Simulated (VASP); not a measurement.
As:

```
CELL_PARAMETERS angstrom
-1.75500 1.75500 1.75500
1.75500 -1.75500 1.75500
1.75500 1.75500 -1.75500
ATOMIC_POSITIONS crystal
As 0.00000 0.00000 0.00000
```

This isn't the form of As at room conditions, which is rhombohedral.

```yaml
Program: VASP 6.6.1
Task: relaxation of cell and atoms
Functional: LDA
Potentials_or_basis: VASP PAW LDA potentials, release 64 (As)
Cutoff: 500 eV
k_mesh: 8 × 8 × 8
Occupations: methfessel-paxton, width 0.1 eV
Spin: no spin polarisation
```

At the start: pressure -12.2 GPa; volume 21.62 Å³/atom.

How do energy, volume and symmetry change on relaxing?

Over 4 steps the energy falls by 165.6 meV/atom and the volume is 17.76 Å³/atom (-17.9 %); space group Im-3m (No. 229, to 0.1 Å) before and after.

Step by step:
```csv
step,energy change (eV),largest force (eV/Å),pressure (GPa),volume (Å³)
1,0.0000,0.0000,-12.17,21.62
2,-0.1501,0.0000,5.99,16.88
3,-0.1654,0.0000,-0.65,17.86
4,-0.1656,0.0000,-0.07,17.76
```

Final structure:
```
CELL_PARAMETERS angstrom
-1.64350 1.64350 1.64350
1.64350 -1.64350 1.64350
1.64350 1.64350 -1.64350
ATOMIC_POSITIONS crystal
As 0.00000 0.00000 0.00000
```

Caveat: the volume moved by over 15 % at a fixed basis, so the end points are rough.
